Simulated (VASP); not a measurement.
A run of VASP 6.6.1 is set up as follows.

The input INCAR:

```
  ALGO = Normal
  EDIFF = 1E-6
  ENCUT = 520
  GGA = PS
  ISIF = 2
  ISMEAR = 0
  LASPH = True
  LCHARG = False
  LREAL = False
  LWAVE = False
  NBANDS = 24
  NELM = 80
  PREC = Accurate
  SIGMA = 0.02
```

KPOINTS

```
k-points
0
Gamma
  6 6 6
```

Contents of POSCAR:

```
KMgF3
1.0
    4.0691547439      0.0000000000      0.0000000000
    0.0000000000      4.0691547439      0.0000000000
    0.0000000000      0.0000000000      4.0691547439
K Mg F
1 1 3
Direct
    0.5000000000      0.5000000000      0.5000000000
    0.0000000000      0.0000000000      0.0000000000
    0.5000000000      0.0000000000      0.0000000000
    0.0000000000      0.5000000000      0.0000000000
    0.0000000000      0.0000000000      0.5000000000
```

Potentials or basis: VASP PAW PBE potentials, release 64 (K_sv, Mg, F).

Command:

```console
$ cat potpaw_PBE.64/K_sv/POTCAR potpaw_PBE.64/Mg/POTCAR potpaw_PBE.64/F/POTCAR > POTCAR
$ mpirun -np 1 vasp_std > vasp.out
```

Task: What does it give for the pressure?

Result: -4.1 GPa.

Task: What does it give for the band gap on the k mesh?

Result: 6.68 eV, indirect (least direct gap 7.01 eV).

Caveat: the PAW data sets were made with another functional, which shifts forces and pressure a little. A k mesh can miss the band edges.
